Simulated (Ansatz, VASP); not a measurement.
## Two plane-wave programs on Pb

Contents of POSCAR:

```
Pb
1.0
    3.4800006906      0.0000000000      0.0000000000
   -1.7400003453      3.0137690032      0.0000000000
    0.0000000000      0.0000000000      5.1428000000
Pb
2
Direct
    0.3333333333      0.6666666667      0.2500000000
    0.6666666667      0.3333333333      0.7500000000
```

File INCAR.step1:

```
SYSTEM = Pb
ALGO = Normal
EDIFF = 1E-4
ENCUT = 520
GGA = PE
ISMEAR = 0
LASPH = .TRUE.
LCHARG = .FALSE.
LREAL = .FALSE.
LWAVE = .TRUE.
NBANDS = 21
NELM = 60
PREC = Accurate
SIGMA = 0.15
```

INCAR.step2

```
SYSTEM = Pb
ALGO = Normal
EDIFF = 1E-7
ENCUT = 520
ISIF = 2
ISMEAR = 0
ISTART = 1
LASPH = .TRUE.
LCHARG = .TRUE.
LELF = .TRUE.
LMIXTAU = .TRUE.
LREAL = .FALSE.
LVHAR = .TRUE.
LWAVE = .FALSE.
METAGGA = R2SCAN
NBANDS = 21
NELM = 60
PREC = Accurate
SIGMA = 0.15
```

File KPOINTS:

```
k-points
0
G
  18 18 10
  0 0 0
```

Input for Ansatz:

```yaml
crystal:
  lattice:
    - [3.4800006906, 0.0, 0.0]
    - [-1.7400003453, 3.0137690032, 0.0]
    - [0.0, 0.0, 5.1428]
  atoms:
    - { symbol: Pb, position: [0.3333333333, 0.6666666667, 0.25] }
    - { symbol: Pb, position: [0.6666666667, 0.3333333333, 0.75] }
basis:
  ecutwfc: 500
kpoints:
  mp_grid: { grid: [18, 18, 10] }
hamiltonian:
  xc: r2scan
scf:
  occupations: { method: gaussian, width: 0.15 }
output:
  forces: true
  stress: true
  eigenvalues: true
```

Change from the starting cell: strain +0.000 along x and y, -0.080 along z, atoms carried along.

Alike in both runs: task single point; functional r2SCAN; k mesh 18 × 18 × 10; occupations gaussian, width 0.15 eV; no spin polarisation.

|  | VASP | Ansatz |
| --- | --- | --- |
| version | VASP 6.6.1 | Ansatz 0.2.0 |
| potentials or method | VASP PAW PBE potentials, release 64 (Pb_d), cutoff 520 eV | scalar-relativistic, plane waves, PAW |
| valence electrons in the cell | 28 | 28 |

```tsv
	VASP	Ansatz	Ansatz less VASP
gap on the k mesh at the Fermi level (eV)	none	none	-
pressure (GPa)	9.1	9.1	-0.05
traceless stress, the component that is largest in VASP (GPa)	4.12	4.11	-0.007
```

VASP's potentials were made for PBE, not for r2SCAN. A gap of «none» marks a metal or a gap that the smearing closes.

Spin-orbit coupling is off throughout.
